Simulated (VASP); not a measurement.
# MoS2 (P6_3/mmc) in VASP: notebook

MoS2 is run at these levels: PBE+D3(BJ); tasks: single point.

Program: VASP 6.6.1. These are calculated values, not measurements. Logs are shortened: lines on timing, memory, paths and dates and some standing lists are left out, and cuts for length are marked.

### 1 The cell of the first run

Symmetry: P6_3/mmc, No. 194, hexagonal system. The conventional cell has a = 3.055 Å, b = 3.055 Å, c = 11.728 Å, α = 90.00°, β = 90.00°, γ = 120.00°. Mo (site symmetry -6m2) has 6 S at 2.33 Å and 6 Mo at 3.05 Å within 3.1 Å. S (site symmetry 3m) has 3 Mo at 2.33 Å and 7 S at 3.04 to 3.05 Å within 3.1 Å.

### 2 Single point, PBE+D3(BJ) (strain -0.030 along x and y, -0.030 along z)

File INCAR:

```
ALGO = Normal
EDIFF = 1E-6
ENCUT = 520
GGA = PE
ISIF = 2
ISMEAR = 0
IVDW = 12
LASPH = T
LCHARG = F
LREAL = F
LWAVE = F
NBANDS = 35
NELM = 100
PREC = Accurate
SIGMA = 0.05
```

File KPOINTS:

```
k-points
0
Gamma
  12 12 4
```

File POSCAR:

```
MoS2
1.0
    3.0548705918      0.0000000000      0.0000000000
   -1.5274352959      2.6455955378      0.0000000000
    0.0000000000      0.0000000000     11.7280312675
Mo S
2 4
Direct
    0.3333333333      0.6666666667      0.2500000000
    0.6666666667      0.3333333333      0.7500000000
    0.3333333333      0.6666666667      0.6204905688
    0.6666666667      0.3333333333      0.1204905688
    0.3333333333      0.6666666667      0.8795094312
    0.6666666667      0.3333333333      0.3795094312
```

Potentials or basis: VASP PAW PBE potentials, release 64 (Mo_sv, S).

Started as:

```sh
$ cat potpaw_PBE.64/Mo_sv/POTCAR potpaw_PBE.64/S/POTCAR > POTCAR
$ mpirun -np 1 vasp_std > vasp.out
```

OUTCAR:

```text
EDIFF = 1E-6
   ENCUT = 520
   GGA = PE
   ISIF = 2
   ISMEAR = 0
   IVDW = 12
   LASPH = T
   LREAL = F
   NELM = 100
   PREC = Accurate
 IVDW          = 12

 ion  position               nearest neighbor table
   1  0.333  0.667  0.250-   4 2.33   6 2.33   4 2.33   6 2.33   4 2.33   6 2.33
   2  0.667  0.333  0.750-   3 2.33   5 2.33   3 2.33   5 2.33   3 2.33   5 2.33
   3  0.333  0.667  0.620-   2 2.33   2 2.33   2 2.33
   4  0.667  0.333  0.120-   1 2.33   1 2.33   1 2.33
   5  0.333  0.667  0.880-   2 2.33   2 2.33   2 2.33
   6  0.667  0.333  0.380-   1 2.33   1 2.33   1 2.33

  LATTYP: Found a hexagonal cell.
 ALAT       =     3.0548705918
 C/A-ratio  =     3.8391253950

  Lattice vectors:

 A1 = (   3.0548705918,   0.0000000000,   0.0000000000)
 A2 = (  -1.5274352959,   2.6455955378,   0.0000000000)
 A3 = (   0.0000000000,   0.0000000000,  11.7280312675)

Analysis of symmetry for initial positions (statically):
=====================================================================
 Subroutine PRICEL returns:
 Original cell was already a primitive cell.

 Routine SETGRP: Setting up the symmetry group for a
 hexagonal supercell.

 Subroutine GETGRP returns: Found 24 space group operations
 (whereof 12 operations were pure point group operations)
 out of a pool of 24 trial point group operations.

The static configuration has the point symmetry D_3d.
 The point group associated with its full space group is D_6h.

Analysis of symmetry for dynamics (positions and initial velocities):
=====================================================================
 Subroutine PRICEL returns:
 Original cell was already a primitive cell.

 Routine SETGRP: Setting up the symmetry group for a
 hexagonal supercell.

 Subroutine GETGRP returns: Found 24 space group operations
 (whereof 12 operations were pure point group operations)
 out of a pool of 24 trial point group operations.

The dynamic configuration has the point symmetry D_3d.
 The point group associated with its full space group is D_6h.

 Subroutine INISYM returns: Found 24 space group operations
 (whereof 12 operations are pure point group operations),
 and found     1 'primitive' translations

----------------------------------------------------------------------------------------

                                     Primitive cell

  volume of cell :      94.7854

  direct lattice vectors                    reciprocal lattice vectors
     3.054870592  0.000000000  0.000000000     0.327346108  0.188993364  0.000000000
    -1.527435296  2.645595538  0.000000000     0.000000000  0.377986728  0.000000000
     0.000000000  0.000000000 11.728031268     0.000000000  0.000000000  0.085265803

  length of vectors
     3.054870592  3.054870592 11.728031268     0.377986728  0.377986728  0.085265803

  position of ions in fractional coordinates (direct lattice)
     0.333333333  0.666666667  0.250000000
     0.666666667  0.333333333  0.750000000
     0.333333333  0.666666667  0.620490569
     0.666666667  0.333333333  0.120490569
     0.333333333  0.666666667  0.879509431
     0.666666667  0.333333333  0.379509431

  ion indices of the primitive-cell ions
   primitive index   ion index
                 1           1
                 2           2
                 3           3
                 4           4
                 5           5
                 6           6

----------------------------------------------------------------------------------------

 KPOINTS: k-points

Automatic generation of k-mesh.
 Grid dimensions read from file:
 generate k-points for:   12   12    4

 Generating k-lattice:

  Cartesian coordinates                     Fractional coordinates (reciprocal lattice)
     0.027278842  0.015749447  0.000000000     0.083333333  0.000000000  0.000000000
     0.000000000  0.031498894  0.000000000     0.000000000  0.083333333  0.000000000
     0.000000000  0.000000000  0.021316451     0.000000000  0.000000000  0.250000000

  Length of vectors
     0.031498894  0.031498894  0.021316451

  Shift w.r.t. Gamma in fractional coordinates (k-lattice)
     0.000000000  0.000000000  0.000000000

 Subroutine IBZKPT returns following result:
 ===========================================

 Found     57 irreducible k-points:

 Following reciprocal coordinates:
            Coordinates               Weight
  0.000000  0.000000  0.000000      1.000000
  0.083333  0.000000  0.000000      6.000000
  0.166667  0.000000  0.000000      6.000000
  0.250000  0.000000  0.000000      6.000000
  0.333333  0.000000  0.000000      6.000000
  0.416667  0.000000  0.000000      6.000000
[... 16 lines left out ...]
  0.250000  0.000000  0.250000     12.000000
  0.333333  0.000000  0.250000     12.000000
 [... further k-points ...]
   k-points           NKPTS =     57   k-points in BZ     NKDIM =     57   number of bands    NBANDS=     35
   number of dos      NEDOS =    301   number of ions     NIONS =      6
   total plane-waves  NPLWV =  51840
   dimension x,y,z NGX =    24 NGY =   24 NGZ =   90
   dimension x,y,z NGXF=    48 NGYF=   48 NGZF=  180
   ions per type =               2   4
   NGX,Y,Z   is equivalent  to a cutoff of  13.06, 13.06, 12.76 a.u.
   NGXF,Y,Z  is equivalent  to a cutoff of  26.12, 26.12, 25.52 a.u.
 SYSTEM =  unknown system
   PREC   = accura    normal or accurate (medium, high low for compatibility)
   ISTART =      0    job   : 0-new  1-cont  2-samecut
   ICHARG =      2    charge: 1-file 2-atom 10-const
   ISPIN  =      1    spin polarized calculation?
   LNONCOLLINEAR =      F non collinear calculations
   LSORBIT =      F    spin-orbit coupling
   LASPH  =      T    aspherical Exc in radial PAW
   ENCUT  =  520.0 eV  38.22 Ry    6.18 a.u.   5.68  5.68 21.81*2*pi/ulx,y,z
   NELM   =    100;   NELMIN=  2; NELMDL= -5     # of ELM steps
   EDIFF  = 0.1E-05   stopping-criterion for ELM
   LREAL  =      F    real-space projection
[... 7 lines left out ...]
   TEBEG  =    0.0;   TEEND  =   0.0 temperature during run
   PSTRESS=    0.0 pullay stress
   NELECT =      52.0000    total number of electrons
   NUPDOWN=      -1.0000    fix difference up-down
   EMIN   =  10.00;   EMAX   =-10.00  energy-range for DOS
   EFERMI =   0.00;   METHOD = LEGACY
   ISMEAR =     0;   SIGMA  =   0.05  broadening in eV -4-tet -1-fermi 0-gaus
   EFERMI_NEDOS =   21; number of points for ismear=-14 and -15
   IALGO  =     38    algorithm
   IMIX   =      4    mixing-type and parameters
     AMIX     =   0.40;   BMIX     =  1.00
     AMIX_MAG =   1.60;   BMIX_MAG =  1.00
  volume/ion in A,a.u.               =      15.80       106.61
  Fermi-wavevector in a.u.,A,eV,Ry     =   1.340177  2.532567 24.437075  1.796074
  Thomas-Fermi vector in A             =   2.468510
   LORBIT       =      0    0 simple, 1 ext, 2 COOP (PROOUT), +10 PAW based schemes
   GGA     = PE    functional components
   LHFCALC =     F    Hartree Fock is set to
   AEXX    =    0.0000 exact exchange contribution
   IVDW    =    12    specifies the selected vdW correction
   LEPSILON=     F    determine dielectric tensor
   LRPA    =     F    only Hartree local field effects (RPA)
 non-spin polarized calculation
 Gauss-broadening in eV      SIGMA  =   0.05
  energy-cutoff  :      520.00
  volume of cell :       94.79
 maximum number of plane-waves:      2570
 NGX is ok and might be reduce to    24
   NGX = 11   NGY = 11   NGZ = 43

 number of electron      51.9999993 magnetization

 Free energy of the ion-electron system (eV)
  ---------------------------------------------------
  ext. energy  EPLUGINS =         0.00000000
  ---------------------------------------------------
  free energy    TOTEN  =       -42.83952227 eV

  energy without entropy =      -42.83952227  energy(sigma->0) =      -42.83952227

 E-fermi :   9.6808     XC(G=0): -11.4766

 val. band max:        9.3275507175   @ k =   0.0000   0.0000   0.0000
 cond. band min:      10.0160434946   @ k =   0.1667   0.1667   0.0000
 fundamental gap:      0.6884927771
 Fermi energy:         9.6807851544

 k-point     1 :       0.0000    0.0000    0.0000
  band No.  band energies     occupation
      1     -52.2654      2.00000
      2     -52.2654      2.00000
      3     -26.5342      2.00000
      4     -26.5339      2.00000
      5     -26.1665      2.00000
      6     -26.1665      2.00000
[... 27 lines left out ...]
     34      12.0433      0.00000
     35      15.1671      0.00000

 k-point     2 :       0.0833    0.0000    0.0000
  band No.  band energies     occupation
      1     -52.2610      2.00000
      2     -52.2610      2.00000
      3     -26.5259      2.00000
      4     -26.5256      2.00000
      5     -26.2073      2.00000
      6     -26.2073      2.00000
[... 27 lines left out ...]
     34      11.9147      0.00000
     35      15.7096      0.00000

 k-point     3 :       0.1667    0.0000    0.0000
  band No.  band energies     occupation
      1     -52.2489      2.00000
      2     -52.2489      2.00000
      3     -26.5031      2.00000
      4     -26.5028      2.00000
      5     -26.3174      2.00000
      6     -26.3174      2.00000
[... 27 lines left out ...]
     34      12.3477      0.00000
     35      16.8571      0.00000

 k-point     4 :       0.2500    0.0000    0.0000
  band No.  band energies     occupation
      1     -52.2323      2.00000
      2     -52.2322      2.00000
      3     -26.4717      2.00000
      4     -26.4715      2.00000
      5     -26.4650      2.00000
      6     -26.4649      2.00000
[... 27 lines left out ...]
     34      12.9194      0.00000
     35      16.9748      0.00000

 k-point     5 :       0.3333    0.0000    0.0000
  band No.  band energies     occupation
      1     -52.2156      2.00000
      2     -52.2156      2.00000
      3     -26.6094      2.00000
      4     -26.6094      2.00000
      5     -26.4402      2.00000
      6     -26.4401      2.00000
[... 638 lines left out ...]
 k-point    22 :       0.1667    0.0000    0.2500
  band No.  band energies     occupation
      1     -52.2489      2.00000
      2     -52.2488      2.00000
      3     -26.5030      2.00000
      4     -26.5029      2.00000
      5     -26.3174      2.00000
      6     -26.3174      2.00000
[... 27 lines left out ...]
     34      12.3277      0.00000
     35      16.8627      0.00000

 k-point    23 :       0.2500    0.0000    0.2500
  band No.  band energies     occupation
      1     -52.2323      2.00000
      2     -52.2323      2.00000
      3     -26.4717      2.00000
      4     -26.4716      2.00000
      5     -26.4650      2.00000
      6     -26.4649      2.00000
[... 27 lines left out ...]
     34      12.8744      0.00000
     35      16.7295      0.00000

 k-point    24 :       0.3333    0.0000    0.2500
  band No.  band energies     occupation
      1     -52.2156      2.00000
      2     -52.2156      2.00000
      3     -26.6094      2.00000
      4     -26.6094      2.00000
      5     -26.4402      2.00000
      6     -26.4401      2.00000
[... 27 lines left out ...]
     34      13.2678      0.00000
     35      15.9269      0.00000

 [... further k-points ...]

------------------------ aborting loop because EDIFF is reached ----------------------------------------

 Edisp (eV)   -2.88403

 E8    (eV) :    -1.1628

  FORCE on cell =-STRESS in cart. coord.  units (eV):
  Direction    XX          YY          ZZ          XY          YZ          ZX
  --------------------------------------------------------------------------------------
  -------------------------------------------------------------------------------------
  Total       9.76121     9.76121    10.87579     0.00000     0.00000     0.00000
  in kB     164.99587   164.99587   183.83571     0.00000     0.00000     0.00000
  external pressure =      171.28 kB  Pullay stress =        0.00 kB

 VOLUME and BASIS-vectors are now :
 -----------------------------------------------------------------------------
  energy-cutoff  :      520.00
  volume of cell :       94.79
      direct lattice vectors                 reciprocal lattice vectors
     3.054870592  0.000000000  0.000000000     0.327346108  0.188993364  0.000000000
    -1.527435296  2.645595538  0.000000000     0.000000000  0.377986728  0.000000000
     0.000000000  0.000000000 11.728031268     0.000000000  0.000000000  0.085265803

 POSITION                                       TOTAL-FORCE (eV/Angst)
 -----------------------------------------------------------------------------------
     -0.00000      1.76373      2.93201         0.000000      0.000000      0.000000
      1.52744      0.88187      8.79602        -0.000000     -0.000000      0.000000
     -0.00000      1.76373      7.27713         0.000000      0.000000     -1.652589
      1.52744      0.88187      1.41312        -0.000000      0.000000     -1.652589
     -0.00000      1.76373     10.31491        -0.000000      0.000000      1.652589
      1.52744      0.88187      4.45090        -0.000000      0.000000      1.652589
 -----------------------------------------------------------------------------------
    total drift:                               -0.000000      0.000000     -0.000000

  FREE ENERGIE OF THE ION-ELECTRON SYSTEM (eV)
  ---------------------------------------------------
  free  energy   TOTEN  =       -45.7235544918 eV

  energy  without entropy=      -45.7235544918  energy(sigma->0) =      -45.72355449
```

It took 3.9 min on 1 thread of Intel Xeon 8259CL, shared host; peak memory 0.32 GiB.

Results:

```yaml
Free_energy: -45.7236 eV
Pressure: 17.1 GPa
Largest_force: 1.653 eV/Å
Band_gap_on_the_k_mesh: 0.69 eV (least direct gap 1.92 eV)
Dispersion_energy_per_atom: -0.481 eV
```

Forces in eV/Å, atoms in the order of the input:
```
Mo   0.000  0.000  0.000
Mo   0.000  0.000  0.000
S    0.000  0.000 -1.653
S    0.000  0.000 -1.653
S    0.000  0.000  1.653
S    0.000  0.000  1.653
```

Caveat: the cell differs from its parent crystal (strain -0.030 along x and y, -0.030 along z); the cell stands under pressure; forces of over 1 eV/Å act on the atoms, so gaps and moduli don't describe the material at rest.

### 3 Single point, PBE+D3(BJ) (strain -0.030 along x and y, -0.015 along z)

Changes to INCAR since step 2:

```diff
@@ -12,3 +12,3 @@
 NBANDS = 35
-NELM = 100
+NELM = 60
 PREC = Accurate
```

KPOINTS is that of step 2.

Changes to POSCAR since step 2:

```diff
@@ -4,3 +4,3 @@
    -1.5274352959      2.6455955378      0.0000000000
-    0.0000000000      0.0000000000     11.7280312675
+    0.0000000000      0.0000000000     11.9093925757
 Mo S
```

Potentials or basis: VASP PAW PBE potentials, release 64 (Mo_sv, S).

Started as:

```sh
$ cat potpaw_PBE.64/Mo_sv/POTCAR potpaw_PBE.64/S/POTCAR > POTCAR
$ mpirun -np 1 vasp_std > vasp.out
```

It took 4.3 min on 1 thread of Intel Xeon 8259CL, shared host; peak memory 0.32 GiB.

Results (log left out):

| Item | Value |
| --- | --- |
| Free energy | -45.8648 eV |
| Pressure | 13.5 GPa |
| Largest force | 1.144 eV/Å |
| Band gap on the k mesh | 0.78 eV (least direct gap 1.97 eV) |
| Dispersion energy per atom | -0.473 eV |

Forces in eV/Å, atoms in the order of the input:
```
Mo   0.000  0.000  0.000
Mo   0.000  0.000  0.000
S    0.000  0.000 -1.144
S    0.000  0.000 -1.144
S    0.000  0.000  1.144
S    0.000  0.000  1.144
```

Stress tensor (GPa, compression positive):
```
14.11  0.00  0.00
 0.00 14.11  0.00
 0.00  0.00 12.37
```

Levels at points of the mesh, in eV from the valence-band top:
| k point | band 24 | band 25 | band 26 | band 27 | band 28 | band 29 |
| --- | --- | --- | --- | --- | --- | --- |
| (0.00, 0.00, 0.00) | -1.57 | -1.20 | 0.00 | 2.34 | 2.34 | 2.38 |
| (0.50, 0.00, 0.00) | -1.56 | -1.45 | -1.43 | 1.93 | 1.99 | 2.24 |
| (0.00, 0.00, 0.50) | -2.21 | -0.33 | -0.33 | 2.35 | 2.35 | 2.35 |
| (0.50, 0.00, 0.50) | -1.57 | -1.50 | -1.50 | 1.96 | 1.96 | 2.47 |

Caveat: the cell differs from its parent crystal (strain -0.030 along x and y, -0.015 along z); the cell stands under pressure; forces of over 1 eV/Å act on the atoms, so gaps and moduli don't describe the material at rest. A k mesh can miss the band edges.

[end of part 1 of 3]
